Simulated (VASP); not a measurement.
# GaAs (F-43m) in VASP: further runs

GaAs is run at these levels: PBEsol; tasks: single point.

All numbers are computed with VASP 6.6.1; they aren't measurements. Logs are shortened: lines on timing, memory, paths and dates and some standing lists are left out, and cuts for length are marked.

**What was measured.**

From “Evidence of valence band perturbations in GaAsN/GaAs(001): A combined variable-angle spectroscopic ellipsometry and modulated photoreflectance investigation”, 2008, arxiv:0805.2212, for a bulk crystal of GaAs at 300 K: band gap 1.412 ± 0.01 eV (direct).

The runs below are set against these values where they give the same quantity.

## Step 1: The cell of the first run

It takes space group F-43m (No. 216, cubic). The conventional cell has a = 5.654 Å, b = 5.654 Å, c = 5.654 Å, α = 90.00°, β = 90.00°, γ = 90.00°. Within 3.2 Å of As (site symmetry -43m) lie 4 Ga at 2.45 Å. Within 3.2 Å of Ga (site symmetry -43m) lie 4 As at 2.45 Å.

## Step 2: Single point, PBEsol, non-collinear spin, zero start, spin-orbit coupling

INCAR

```
SYSTEM = GaAs
PREC = Accurate ; ENCUT = 520
EDIFF = 1E-6 ; ISMEAR = -1
SIGMA = 0.05 ; LREAL = .False.
LASPH = .True. ; NELM = 150
ALGO = Normal ; ISIF = 2
LWAVE = .False. ; LCHARG = .True.
MAGMOM = 0 0 0 0 0 0 ; LORBIT = 11
LSORBIT = .True. ; GGA_COMPAT = .False.
LORBMOM = .True. ; GGA = PS
LVHAR = .True. ; NBANDS = 30
```

KPOINTS

```
Automatic mesh
0
Gamma
  6 6 6
  0 0 0
```

POSCAR

```
GaAs
1.0
    0.0000000000      2.8268500000      2.8268500000
    2.8268500000      0.0000000000      2.8268500000
    2.8268500000      2.8268500000      0.0000000000
As Ga
1 1
Direct
    0.7500000000      0.7500000000      0.7500000000
    0.0000000000      0.0000000000      0.0000000000
```

Potentials or basis: VASP PAW PBE potentials, release 64 (As, Ga_d).

Started as:

```
cat potpaw_PBE.64/As/POTCAR potpaw_PBE.64/Ga_d/POTCAR > POTCAR
mpirun -np 1 vasp_ncl > vasp.out
```

OUTCAR:

```text
SYSTEM = GaAs
   PREC = Accurate
   ENCUT = 520
   EDIFF = 1E-6
   ISMEAR = -1
   LREAL = .False.
   LASPH = .True.
   NELM = 150
   ISIF = 2
   LORBIT = 11
   LSORBIT = .True.
   GGA = PS

 ion  position               nearest neighbor table
   1  0.750  0.750  0.750-   2 2.45   2 2.45   2 2.45   2 2.45
   2  0.000  0.000  0.000-   1 2.45   1 2.45   1 2.45   1 2.45

  LATTYP: Found a face centered cubic cell.
 ALAT       =     5.6537000000

  Lattice vectors:

 A1 = (   0.0000000000,   2.8268500000,   2.8268500000)
 A2 = (   2.8268500000,   0.0000000000,   2.8268500000)
 A3 = (   2.8268500000,   2.8268500000,   0.0000000000)

Analysis of symmetry for initial positions (statically):
=====================================================================
 Subroutine PRICEL returns:
 Original cell was already a primitive cell.

 Routine SETGRP: Setting up the symmetry group for a
 face centered cubic supercell.

 Subroutine GETGRP returns: Found 24 space group operations
 (whereof 24 operations were pure point group operations)
 out of a pool of 48 trial point group operations.

The static configuration has the point symmetry T_d .

Analysis of symmetry for dynamics (positions and initial velocities):
=====================================================================
 Subroutine PRICEL returns:
 Original cell was already a primitive cell.

 Routine SETGRP: Setting up the symmetry group for a
 face centered cubic supercell.

 Subroutine GETGRP returns: Found 24 space group operations
 (whereof 24 operations were pure point group operations)
 out of a pool of 48 trial point group operations.

The dynamic configuration has the point symmetry T_d .

Analysis of structural, dynamic, and magnetic symmetry:
=====================================================================
 Subroutine PRICEL returns:
 Original cell was already a primitive cell.

 Routine SETGRP: Setting up the symmetry group for a
 face centered cubic supercell.

 Subroutine GETGRP returns: Found 24 space group operations
 (whereof 24 operations were pure point group operations)
 out of a pool of 48 trial point group operations.

The overall configuration has the point symmetry T_d .

 Subroutine INISYM returns: Found 24 space group operations
 (whereof 24 operations are pure point group operations),
 and found     1 'primitive' translations

----------------------------------------------------------------------------------------

                                     Primitive cell

  volume of cell :      45.1792

  direct lattice vectors                    reciprocal lattice vectors
     0.000000000  2.826850000  2.826850000    -0.176875321  0.176875321  0.176875321
     2.826850000  0.000000000  2.826850000     0.176875321 -0.176875321  0.176875321
     2.826850000  2.826850000  0.000000000     0.176875321  0.176875321 -0.176875321

  length of vectors
     3.997769609  3.997769609  3.997769609     0.306357042  0.306357042  0.306357042

  position of ions in fractional coordinates (direct lattice)
     0.750000000  0.750000000  0.750000000
     0.000000000  0.000000000  0.000000000

  ion indices of the primitive-cell ions
   primitive index   ion index
                 1           1
                 2           2

----------------------------------------------------------------------------------------

 KPOINTS: Automatic mesh

Automatic generation of k-mesh.
 Grid dimensions read from file:
 generate k-points for:    6    6    6

 Generating k-lattice:

  Cartesian coordinates                     Fractional coordinates (reciprocal lattice)
    -0.029479220  0.029479220  0.029479220     0.166666667  0.000000000  0.000000000
     0.029479220 -0.029479220  0.029479220     0.000000000  0.166666667  0.000000000
[... 95 lines left out ...]

 number of electron      17.9999995 magnetization      -0.0000000     -0.0000000     -0.0000000

 number of electron      17.9999995 magnetization       0.0000000     -0.0000000      0.0000000

 Free energy of the ion-electron system (eV)
  ---------------------------------------------------
  ext. energy  EPLUGINS =         0.00000000
  ---------------------------------------------------
  free energy    TOTEN  =        -9.08380771 eV

  energy without entropy =       -9.08362677  energy(sigma->0) =       -9.08371724

 E-fermi :   4.1131     XC(G=0):  -9.7687

 val. band max:        3.9229045513   @ k =   0.0000   0.0000   0.0000
 cond. band min:       4.2674304910   @ k =   0.0000   0.0000   0.0000
 fundamental gap:      0.3445259397
 Fermi energy:         4.1131129060

 k-point     1 :       0.0000    0.0000    0.0000
  band No.  band energies     occupation
      1     -11.2171      1.00000
      2     -11.2171      1.00000
      3     -11.2171      1.00000
      4     -11.2171      1.00000
      5     -10.7932      1.00000
      6     -10.7932      1.00000
[... 715 lines left out ...]
     29      15.9267      0.00000
     30      16.0382      0.00000

------------------------ aborting loop because EDIFF is reached ----------------------------------------

  FORCE on cell =-STRESS in cart. coord.  units (eV):
  Direction    XX          YY          ZZ          XY          YZ          ZX
  --------------------------------------------------------------------------------------
  -------------------------------------------------------------------------------------
  Total        0.0933131      0.0933131      0.0933131      0.0000000     -0.0000000     -0.0000000
  in kB        3.3091392      3.3091392      3.3091392      0.0000000     -0.0000000     -0.0000000
  external PRESSURE =       3.3091392 kB  Pullay stress =       0.0000000 kB

 VOLUME and BASIS-vectors are now :
 -----------------------------------------------------------------------------
  energy-cutoff  :      520.00
  volume of cell :       45.18
      direct lattice vectors                 reciprocal lattice vectors
     0.000000000  2.826850000  2.826850000    -0.176875321  0.176875321  0.176875321
     2.826850000  0.000000000  2.826850000     0.176875321 -0.176875321  0.176875321
     2.826850000  2.826850000  0.000000000     0.176875321  0.176875321 -0.176875321

 POSITION                                       TOTAL-FORCE (eV/Angst)
 -----------------------------------------------------------------------------------
      4.24027      4.24027      4.24027        -0.000000     -0.000000     -0.000000
      0.00000      0.00000      0.00000         0.000000      0.000000      0.000000
 -----------------------------------------------------------------------------------
    total drift:                                0.000000      0.000000      0.000000

  FREE ENERGIE OF THE ION-ELECTRON SYSTEM (eV)
  ---------------------------------------------------
  free  energy   TOTEN  =        -9.0838077080 eV

  energy  without entropy=       -9.0836267720  energy(sigma->0) =       -9.08371724

 orbital moment (x)

 # of ion     p       d       tot
 ----------------------------------------
  1         0.000  -0.000   0.000
  2        -0.000   0.000  -0.000
 ----------------------------------------
           -0.000  -0.000  -0.000

 orbital moment (y)

 # of ion     p       d       tot
 ----------------------------------------
  1         0.000   0.000   0.000
  2         0.000  -0.000   0.000
 ----------------------------------------
            0.000  -0.000   0.000

 orbital moment (z)

 # of ion     p       d       tot
 ----------------------------------------
  1         0.000  -0.000   0.000
  2         0.000  -0.000   0.000
 ----------------------------------------
            0.000  -0.000   0.000

 Spin-Orbit-Coupling matrix elements

 Ion:    1  E_soc:     -0.0240011
 l=   1
     0.0000000    -0.0039925    -0.0039925
    -0.0039925     0.0000000    -0.0039925
    -0.0039925    -0.0039925     0.0000000
 l=   2
     0.0000000    -0.0000038     0.0000000    -0.0000038    -0.0000038
    -0.0000038     0.0000000    -0.0000029    -0.0000038    -0.0000010
     0.0000000    -0.0000029     0.0000000    -0.0000029     0.0000000
    -0.0000038    -0.0000038    -0.0000029     0.0000000    -0.0000010
    -0.0000038    -0.0000010     0.0000000    -0.0000010     0.0000000
 l=   3
     0.0000000     0.0000000     0.0000000     0.0000000     0.0000000     0.0000000     0.0000000
     0.0000000     0.0000000     0.0000000     0.0000000     0.0000000     0.0000000     0.0000000
     0.0000000     0.0000000     0.0000000     0.0000000     0.0000000     0.0000000     0.0000000
     0.0000000     0.0000000     0.0000000     0.0000000     0.0000000     0.0000000     0.0000000
     0.0000000     0.0000000     0.0000000     0.0000000     0.0000000     0.0000000     0.0000000
     0.0000000     0.0000000     0.0000000     0.0000000     0.0000000     0.0000000     0.0000000
     0.0000000     0.0000000     0.0000000     0.0000000     0.0000000     0.0000000     0.0000000

 Ion:    2  E_soc:     -0.0119666
 l=   1
     0.0000000    -0.0011569    -0.0011569
    -0.0011569     0.0000000    -0.0011569
    -0.0011569    -0.0011569     0.0000000
 l=   2
     0.0000000    -0.0001669     0.0000000    -0.0001669    -0.0006706
    -0.0001669     0.0000000    -0.0005030    -0.0001669    -0.0001677
     0.0000000    -0.0005030     0.0000000    -0.0005030     0.0000000
    -0.0001669    -0.0001669    -0.0005030     0.0000000    -0.0001677
    -0.0006706    -0.0001677     0.0000000    -0.0001677     0.0000000
 l=   3
     0.0000000     0.0000000     0.0000000     0.0000000     0.0000000     0.0000000     0.0000000
     0.0000000     0.0000000     0.0000000     0.0000000     0.0000000     0.0000000     0.0000000
     0.0000000     0.0000000     0.0000000     0.0000000     0.0000000     0.0000000     0.0000000
     0.0000000     0.0000000     0.0000000     0.0000000     0.0000000     0.0000000     0.0000000
     0.0000000     0.0000000     0.0000000     0.0000000     0.0000000     0.0000000     0.0000000
     0.0000000     0.0000000     0.0000000     0.0000000     0.0000000     0.0000000     0.0000000
     0.0000000     0.0000000     0.0000000     0.0000000     0.0000000     0.0000000     0.0000000

 total charge

# of ion       s       p       d       tot
------------------------------------------
    1        1.209   1.596   0.031   2.836
    2        0.880   0.805   9.995  11.680
--------------------------------------------------
tot          2.088   2.401  10.026  14.516

 magnetization (x)

# of ion       s       p       d       tot
------------------------------------------
    1        0.000   0.000   0.000   0.000
    2        0.000   0.000   0.000   0.000
--------------------------------------------------
tot          0.000   0.000   0.000   0.000

 magnetization (y)

# of ion       s       p       d       tot
------------------------------------------
    1        0.000  -0.000  -0.000  -0.000
    2       -0.000   0.000  -0.000  -0.000
--------------------------------------------------
tot         -0.000   0.000  -0.000  -0.000

 magnetization (z)

# of ion       s       p       d       tot
------------------------------------------
    1       -0.000  -0.000  -0.000  -0.000
    2        0.000   0.000  -0.000   0.000
--------------------------------------------------
tot          0.000   0.000  -0.000   0.000
```

Wall time 41 s (1 thread of Intel Xeon 6975P-C (Granite Rapids), shared host); peak memory 0.29 GiB.

Results:

* Free energy: -9.0838 eV
* Pressure: 0.3 GPa
* Net moment: 0.00 μB per cell
* Valence electrons inside the program's atomic spheres: As 2.84; Ga 11.68

Moments on the atoms (μB; x, y, z):
```
As  0.00 0.00 0.00
Ga  0.00 0.00 0.00
```

Caveat: the PAW data sets were made with another functional, which shifts forces and pressure a little.

[end of part 1 of 2]
